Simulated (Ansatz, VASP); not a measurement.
## One calculation of As2F, two programs

The input INCAR:

```
SYSTEM = As2F
ALGO = Normal
EDIFF = 1E-6
EDIFFG = -0.04
ENCUT = 600
GGA = PE
IBRION = 2
ISIF = 3
ISMEAR = 0
LASPH = .True.
LCHARG = .False.
LREAL = .False.
LWAVE = .False.
NELM = 60
NSW = 90
PREC = Accurate
SIGMA = 0.1
```

KPOINTS

```
k-points
0
Gamma
  4 4 4
  0 0 0
```

Contents of POSCAR:

```
As2F
1.0
   -3.1679498847      3.1679498847      2.6370051500
    3.1679498847     -3.1679498847      2.6370051500
    3.1679498847      3.1679498847     -2.6370051500
As F
4 2
Direct
    0.6670000000      0.1670000000      0.8340000000
    0.1670000000      0.3330000000      0.5000000000
    0.3330000000      0.8330000000      0.1660000000
    0.8330000000      0.6670000000      0.5000000000
    0.2500000000      0.2500000000      0.0000000000
    0.7500000000      0.7500000000      0.0000000000
```

Input for Ansatz:

```yaml
crystal:
  lattice:
    - [-3.1679498847, 3.1679498847, 2.63700515]
    - [3.1679498847, -3.1679498847, 2.63700515]
    - [3.1679498847, 3.1679498847, -2.63700515]
  atoms:
    - { symbol: As, position: [0.667, 0.167, 0.834] }
    - { symbol: As, position: [0.167, 0.333, 0.5] }
    - { symbol: As, position: [0.333, 0.833, 0.166] }
    - { symbol: As, position: [0.833, 0.667, 0.5] }
    - { symbol: F, position: [0.25, 0.25, 0.0] }
    - { symbol: F, position: [0.75, 0.75, 0.0] }
basis:
  ecutwfc: 420
kpoints:
  mp_grid: { grid: [4, 4, 4] }
hamiltonian:
  xc: pbe
scf:
  occupations: { method: gaussian, width: 0.1 }
  lower_state_search: "off"
output:
  forces: true
  stress: true
  eigenvalues: true
relax:
  adjacent_minimum: "off"
  f_tol: 0.04
  max_steps: 70
  cell: { stress_tol: 0.4 }
```

Alike in both runs: task relaxation of cell and atoms; functional PBE; k mesh 4 × 4 × 4; occupations gaussian, width 0.1 eV; no spin polarisation.

|  | VASP | Ansatz |
| --- | --- | --- |
| version | VASP 6.6.1 | Ansatz 0.2.0 |
| potentials or method | VASP PAW PBE potentials, release 64 (As, F), cutoff 600 eV | scalar-relativistic, plane waves, PAW |
| valence electrons in the cell | 34 | 74 |

Ansatz gave:

| Property | Result |
| --- | --- |
| gap on the k mesh at the Fermi level, each at its own relaxed structure (eV) | none |
| relaxed volume (Å³/atom) | 17.07 |
| relaxed length of the cell vector where the two differ most in proportion (Å) | 5.186 |

**Question.** What did VASP give for the same quantities?

**Answer.** gap on the k mesh at the Fermi level, each at its own relaxed structure (eV): none; relaxed volume (Å³/atom): 17.10; relaxed length of the cell vector where the two differ most in proportion (Å): 5.192.

A gap of «none» marks a metal or a gap that the smearing closes. VASP's potentials hold 34 valence electrons a cell and Ansatz's 74, so a difference there can come from the potentials and not from the codes.

The k mesh is coarse, so the values compare programs but aren't converged.
